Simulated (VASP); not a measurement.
Set up this calculation in VASP 6.6.1, as the native input.

```yaml
Task: single point
Functional: PBE
Potentials_or_basis: VASP PAW PBE potentials, release 64 (W_sv, Se)
Cutoff: 520 eV
k_mesh: 12 × 12 × 12
Occupations: gaussian, width 0.1 eV
Spin: collinear spin
Starting_moments: "[1.0, 0.0] μB"
Hubbard_terms: W d U = 6.2 eV
Dipole_correction: no
Further_INCAR_settings: ALGO = Normal; EDIFF = 1e-07; NBANDS = 21
```

The structure of WSe lies in POSCAR:

```
WSe
1.0
    0.0000000000      2.9636791323      2.9636791323
    2.9636791323      0.0000000000      2.9636791323
    2.9636791323      2.9636791323      0.0000000000
W Se
1 1
Direct
    0.0000000000      0.0000000000      0.0000000000
    0.5000000000      0.5000000000      0.5000000000
```

One way to write it, as run:

INCAR

```
SYSTEM = WSe
ALGO = Normal ; EDIFF = 1E-7
ENCUT = 520 ; GGA = PE
ISIF = 2 ; ISMEAR = 0
ISPIN = 2 ; LASPH = .TRUE.
LCHARG = .FALSE. ; LDAU = .TRUE.
LDAUJ = 0 0 ; LDAUL = 2 -1
LDAUPRINT = 1 ; LDAUTYPE = 2
LDAUU = 6.2 0 ; LMAXMIX = 4
LORBIT = 11 ; LREAL = .FALSE.
LWAVE = .FALSE. ; MAGMOM = 1 0
NBANDS = 21 ; NELM = 150
PREC = Accurate ; SIGMA = 0.1
```

KPOINTS

```
k-points
0
G
  12 12 12
  0 0 0
```

Potentials or basis: VASP PAW PBE potentials, release 64 (W_sv, Se).

Command:

```console
$ cat potpaw_PBE.64/W_sv/POTCAR potpaw_PBE.64/Se/POTCAR > POTCAR
$ mpirun -np 1 vasp_std > vasp.out
```

Results of the run:

```
Pressure                                              : -7.3 GPa
Band gap on the k mesh                                : zero (filled and empty bands overlap)
Net moment                                            : 4.00 μB per cell
Site moments                                          : W +3.25; Se -0.11 μB
Valence electrons inside the program's atomic spheres : W 11.67; Se 3.79
```

Caveat: the cell stands under tension; spin-orbit coupling is left out, which moves the levels of the heavy elements.

It took 3.3 min on 1 thread of Intel Xeon 8259CL, with other jobs on the host, peak memory 0.28 GiB.
